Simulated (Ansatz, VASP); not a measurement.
HgH3 in VASP and in Ansatz

Contents of INCAR:

```
SYSTEM = HgH3
ALGO     = Normal         ! electronic algorithm
EDIFF    = 1E-7           ! SCF threshold, eV
ENCUT    = 520            ! plane-wave cutoff, eV
GGA      = PE             ! functional
ISIF     = 2              ! what is computed and relaxed
ISMEAR   = 0              ! smearing method
LASPH    = .TRUE.         ! aspherical terms in the spheres
LCHARG   = .TRUE.         ! write CHGCAR
LELF     = .TRUE.         ! ELF
LREAL    = .FALSE.        ! projectors in reciprocal space
LVHAR    = .TRUE.       
LWAVE    = .FALSE.        ! write WAVECAR
NBANDS   = 25             ! bands
NELM     = 60             ! most SCF steps
PREC     = Accurate       ! precision mode
SIGMA    = 0.1            ! smearing width, eV
```

KPOINTS

```
k-points
0
G
  2 2 2
  0 0 0
```

File POSCAR:

```
HgH3
1.0
    7.1668522530      0.0000000000      0.0000000000
    0.0000000000      7.1668522530      0.0000000000
    0.0000000000      0.0000000000      7.1668522530
Hg H
2 6
Direct
    0.5000000000      0.5000000000      0.5000000000
    0.0000000000      0.0000000000      0.0000000000
    0.0524889845      0.5000000000      0.5000000000
    0.9475110155      0.5000000000      0.5000000000
    0.5000000000      0.0524889845      0.5000000000
    0.5000000000      0.9475110155      0.5000000000
    0.5000000000      0.5000000000      0.0524889845
    0.5000000000      0.5000000000      0.9475110155
```

Input for Ansatz:

```yaml
crystal:
  lattice:
    - [7.166852253, 0.0, 0.0]
    - [0.0, 7.166852253, 0.0]
    - [0.0, 0.0, 7.166852253]
  atoms:
    - { symbol: Hg, position: [0.5, 0.5, 0.5] }
    - { symbol: Hg, position: [0.0, 0.0, 0.0] }
    - { symbol: H, position: [0.0524889845, 0.5, 0.5] }
    - { symbol: H, position: [0.9475110155, 0.5, 0.5] }
    - { symbol: H, position: [0.5, 0.0524889845, 0.5] }
    - { symbol: H, position: [0.5, 0.9475110155, 0.5] }
    - { symbol: H, position: [0.5, 0.5, 0.0524889845] }
    - { symbol: H, position: [0.5, 0.5, 0.9475110155] }
basis:
  ecutwfc: 420
kpoints:
  mp_grid: { grid: [2, 2, 2] }
hamiltonian:
  xc: pbe
scf:
  occupations: { method: gaussian, width: 0.1 }
  lower_state_search: "off"
output:
  forces: true
  stress: true
  eigenvalues: true
```

Alike in both runs: task single point; functional PBE; k mesh 2 × 2 × 2; occupations gaussian, width 0.1 eV; no spin polarisation.

```csv
,VASP,Ansatz
version,VASP 6.6.1,Ansatz 0.2.0
potentials or method,"VASP PAW PBE potentials, release 64 (Hg, H), cutoff 520 eV","scalar-relativistic, plane waves, PAW"
valence electrons in the cell,30,46
```

|  | VASP | Ansatz | Ansatz less VASP |
| --- | --- | --- | --- |
| gap on the k mesh at the Fermi level (eV) | 4.86 | 4.85 | -0.009 |
| least direct gap on the mesh (eV) | 4.86 | 4.85 | -0.009 |
| pressure (GPa) | 0.0 | 0.0 | +0.05 |
| rms of the force components (eV/Å) | 0.013 | 0.007 | -0.0059 |

Atom by atom the forces differ by 0.006 eV/Å (rms over components). VASP's potentials hold 30 valence electrons a cell and Ansatz's 46, so a difference there can come from the potentials and not from the codes.

The k mesh is coarse, so the values compare programs but aren't converged. Spin-orbit coupling is off throughout.
